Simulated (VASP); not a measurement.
# GaCo (Pm-3m) in VASP: a series of runs, part 2 of 2

VASP 6.6.1. Earlier steps stand in the parts before.

**3. Electric field gradients, PBE, collinear spin, ferromagnetic start (12.34 Å³/atom)**

This run uses another cell than the first one, of 12.34 Å³/atom.

Contents of INCAR:

```
  ALGO = Normal
  EDIFF = 1E-8
  ENCUT = 520
  GGA = PE
  ISIF = 2
  ISMEAR = -1
  ISPIN = 2
  LASPH = True
  LCHARG = False
  LEFG = True
  LMAXMIX = 4
  LORBIT = 11
  LREAL = False
  LWAVE = False
  MAGMOM = 0 2
  NBANDS = 22
  NELM = 150
  PREC = Accurate
  SIGMA = 0.03
```

Contents of KPOINTS:

```
k-points
0
Gamma
  11 11 11
```

Contents of POSCAR:

```
GaCo
1.0
    2.9116474011      0.0000000000      0.0000000000
    0.0000000000      2.9116474011      0.0000000000
    0.0000000000      0.0000000000      2.9116474011
Ga Co
1 1
Direct
    0.5000000000      0.5000000000      0.5000000000
    0.0000000000      0.0000000000      0.0000000000
```

Potentials or basis: VASP PAW PBE potentials, release 64 (Ga_d, Co).

The run is started by

```sh
$ cat potpaw_PBE.64/Ga_d/POTCAR potpaw_PBE.64/Co/POTCAR > POTCAR
$ mpirun -np 1 vasp_std > vasp.out
```

OUTCAR:

```text
EDIFF = 1E-8
   ENCUT = 520
   GGA = PE
   ISIF = 2
   ISMEAR = -1
   ISPIN = 2
   LASPH = True
   LORBIT = 11
   LREAL = False
   NELM = 150
   PREC = Accurate

 ion  position               nearest neighbor table
   1  0.500  0.500  0.500-   2 2.52   2 2.52   2 2.52   2 2.52   2 2.52   2 2.52   2 2.52   2 2.52

   2  0.000  0.000  0.000-   1 2.52   1 2.52   1 2.52   1 2.52   1 2.52   1 2.52   1 2.52   1 2.52

  LATTYP: Found a simple cubic cell.
 ALAT       =     2.9116474011

  Lattice vectors:

 A1 = (   2.9116474011,   0.0000000000,   0.0000000000)
 A2 = (   0.0000000000,   2.9116474011,   0.0000000000)
 A3 = (   0.0000000000,   0.0000000000,   2.9116474011)

Analysis of symmetry for initial positions (statically):
=====================================================================
 Subroutine PRICEL returns:
 Original cell was already a primitive cell.

 Routine SETGRP: Setting up the symmetry group for a
 simple cubic supercell.

 Subroutine GETGRP returns: Found 48 space group operations
 (whereof 48 operations were pure point group operations)
 out of a pool of 48 trial point group operations.

The static configuration has the point symmetry O_h .

Analysis of symmetry for dynamics (positions and initial velocities):
=====================================================================
 Subroutine PRICEL returns:
 Original cell was already a primitive cell.

 Routine SETGRP: Setting up the symmetry group for a
 simple cubic supercell.

 Subroutine GETGRP returns: Found 48 space group operations
 (whereof 48 operations were pure point group operations)
 out of a pool of 48 trial point group operations.

The dynamic configuration has the point symmetry O_h .

Analysis of structural, dynamic, and magnetic symmetry:
=====================================================================
 Subroutine PRICEL returns:
 Original cell was already a primitive cell.

 Routine SETGRP: Setting up the symmetry group for a
 simple cubic supercell.

 Subroutine GETGRP returns: Found 48 space group operations
 (whereof 48 operations were pure point group operations)
 out of a pool of 48 trial point group operations.

The overall configuration has the point symmetry O_h .

 Subroutine INISYM returns: Found 48 space group operations
 (whereof 48 operations are pure point group operations),
 and found     1 'primitive' translations

----------------------------------------------------------------------------------------

                                     Primitive cell

  volume of cell :      24.6840

  direct lattice vectors                    reciprocal lattice vectors
     2.911647401  0.000000000  0.000000000     0.343448180  0.000000000  0.000000000
     0.000000000  2.911647401  0.000000000     0.000000000  0.343448180  0.000000000
     0.000000000  0.000000000  2.911647401     0.000000000  0.000000000  0.343448180

  length of vectors
     2.911647401  2.911647401  2.911647401     0.343448180  0.343448180  0.343448180
[... 109 lines left out ...]
   IVDW    =     0    specifies the selected vdW correction
   LEPSILON=     F    determine dielectric tensor
   LRPA    =     F    only Hartree local field effects (RPA)
 spin polarized calculation
  energy-cutoff  :      520.00
  volume of cell :       24.68
 maximum number of plane-waves:       691
 NGX is ok and might be reduce to    24
   NGX = 11   NGY = 11   NGZ = 11

 number of electron      22.0000011 magnetization       0.0390762

 Free energy of the ion-electron system (eV)
  ---------------------------------------------------
  ext. energy  EPLUGINS =         0.00000000
  ---------------------------------------------------
  free energy    TOTEN  =       -10.46881679 eV

  energy without entropy =      -10.46484437  energy(sigma->0) =      -10.46683058

 E-fermi :   9.3297     XC(G=0): -12.9897

 val. band max:        9.3247959980   @ k =   0.4545   0.3636   0.0909
 cond. band min:       9.3526288091   @ k =   0.4545   0.2727   0.0000
 fundamental gap:      0.0278328111
 Fermi energy:         9.3297460159

 spin component 1

 k-point     1 :       0.0000    0.0000    0.0000
  band No.  band energies     occupation
      1      -5.7894      1.00000
      2      -5.7894      1.00000
      3      -5.4752      1.00000
      4      -5.4752      1.00000
      5      -5.4752      1.00000
      6      -2.4648      1.00000
[... 589 lines left out ...]
     21      29.6054      0.00000
     22      31.8078      0.00000

 [... further k-points ...]

 spin component 2

 k-point     1 :       0.0000    0.0000    0.0000
  band No.  band energies     occupation
      1      -5.7902      1.00000
      2      -5.7902      1.00000
      3      -5.4759      1.00000
      4      -5.4759      1.00000
      5      -5.4759      1.00000
      6      -2.4683      1.00000
[... 589 lines left out ...]
     21      29.6048      0.00000
     22      31.8073      0.00000

 [... further k-points ...]

------------------------ aborting loop because EDIFF is reached ----------------------------------------

  FORCE on cell =-STRESS in cart. coord.  units (eV):
  Direction    XX          YY          ZZ          XY          YZ          ZX
  --------------------------------------------------------------------------------------
  -------------------------------------------------------------------------------------
  Total       -0.7589638     -0.7589638     -0.7589638      0.0000000     -0.0000000      0.0000000
  in kB      -49.2623702    -49.2623702    -49.2623702      0.0000000     -0.0000000      0.0000000
  external PRESSURE =     -49.2623702 kB  Pullay stress =       0.0000000 kB

 VOLUME and BASIS-vectors are now :
 -----------------------------------------------------------------------------
  energy-cutoff  :      520.00
  volume of cell :       24.68
      direct lattice vectors                 reciprocal lattice vectors
     2.911647401  0.000000000  0.000000000     0.343448180  0.000000000  0.000000000
     0.000000000  2.911647401  0.000000000     0.000000000  0.343448180  0.000000000
     0.000000000  0.000000000  2.911647401     0.000000000  0.000000000  0.343448180

 POSITION                                       TOTAL-FORCE (eV/Angst)
 -----------------------------------------------------------------------------------
      1.45582      1.45582      1.45582         0.000000      0.000000      0.000000
      0.00000      0.00000      0.00000         0.000000      0.000000      0.000000
 -----------------------------------------------------------------------------------
    total drift:                                0.000000      0.000000     -0.000000

  FREE ENERGIE OF THE ION-ELECTRON SYSTEM (eV)
  ---------------------------------------------------
  free  energy   TOTEN  =       -10.4688167946 eV

  energy  without entropy=      -10.4648443657  energy(sigma->0) =      -10.46683058

 Electric field gradients (V/A^2)
---------------------------------------------------------------------
 ion       V_xx      V_yy      V_zz      V_xy      V_xz      V_yz
---------------------------------------------------------------------
   1      -0.000    -0.000    -0.000    -0.000    -0.000    -0.000
   2      -0.000    -0.000     0.000     0.000    -0.000    -0.000
---------------------------------------------------------------------

 Electric field gradients after diagonalization (V/A^2)
 (convention: |V_zz| > |V_xx| > |V_yy|)
----------------------------------------------------------------------
 ion       V_xx      V_yy      V_zz     asymmetry (V_yy - V_xx)/ V_zz
----------------------------------------------------------------------
   1      -0.000    -0.000    -0.000      -0.041
   2      -0.000    -0.000     0.000       0.161
----------------------------------------------------------------------

           NMR quadrupolar parameters

 Cq : quadrupolar parameter    Cq=e*Q*V_zz/h
 eta: asymmetry parameters     (V_yy - V_xx)/ V_zz
 Q  : nuclear electric quadrupole moment in mb (millibarn)
----------------------------------------------------------------------
 ion       Cq(MHz)       eta       Q (mb)
----------------------------------------------------------------------
   1      -0.000      -0.041       1.000
   2       0.000       0.161       1.000
----------------------------------------------------------------------

 total charge

# of ion       s       p       d       tot
------------------------------------------
    1        0.843   0.851  10.040  11.734
    2        0.376   0.427   7.488   8.290
--------------------------------------------------
tot          1.219   1.278  17.528  20.025

 magnetization (x)

# of ion       s       p       d       tot
------------------------------------------
    1       -0.000  -0.001  -0.001  -0.002
    2        0.000  -0.001   0.045   0.044
--------------------------------------------------
tot         -0.000  -0.002   0.044   0.042
```

OSZICAR:

```text
N       E                     dE             d eps       ncg     rms          rms(c)
DAV:   1     0.119327770021E+03    0.11933E+03   -0.97354E+03  5518   0.177E+03
DAV:   2    -0.984219486104E+00   -0.12031E+03   -0.11302E+03  5096   0.323E+02
DAV:   3    -0.110101077760E+02   -0.10026E+02   -0.98561E+01  5594   0.786E+01
DAV:   4    -0.111880666922E+02   -0.17796E+00   -0.17783E+00  5814   0.107E+01
[... 23 lines left out ...]
DAV:  28    -0.104688167437E+02   -0.44058E-07   -0.11959E-06  6684   0.708E-03    0.144E-03
DAV:  29    -0.104688167715E+02   -0.27806E-07   -0.42008E-08  5580   0.169E-03    0.583E-04
DAV:  30    -0.104688167704E+02    0.10391E-08   -0.16542E-06  5926   0.821E-03    0.526E-04
DAV:  31    -0.104688167893E+02   -0.18920E-07   -0.39689E-08  5334   0.161E-03    0.486E-04
DAV:  32    -0.104688167946E+02   -0.52719E-08   -0.23173E-08  2614   0.920E-04
   1 F= -.10468817E+02 E0= -.10466831E+02  d E =-.397243E-02  mag=     0.0392
```

stdout:

```text
POSCAR found type information on POSCAR GaCo
 POSCAR found :  2 types and       2 ions
 scaLAPACK will be used
 LDA part: xc-table for (Slater+PW92), standard interpolation
 POSCAR, INCAR and KPOINTS ok, starting setup
 FFT: planning ... GRIDC
 FFT: planning ... GRID_SOFT
 FFT: planning ... GRID
 WAVECAR not read
 entering main loop
ion   1

ion   2
```

Wall time 2.6 min (1 thread of Intel Xeon 8259CL, shared host); peak memory 0.18 GiB.

Results:

```
Free energy                                           : -10.4688 eV
Pressure                                              : -4.9 GPa
Band gap on the k mesh                                : zero (filled and empty bands overlap)
Net moment                                            : 0.04 μB per cell
Site moments                                          : Ga -0.00; Co +0.04 μB
Largest electric field gradient by atom               : zero within the noise of the run
Valence electrons inside the program's atomic spheres : Ga 11.73; Co 8.29
```

Caveat: the cell stands under tension.
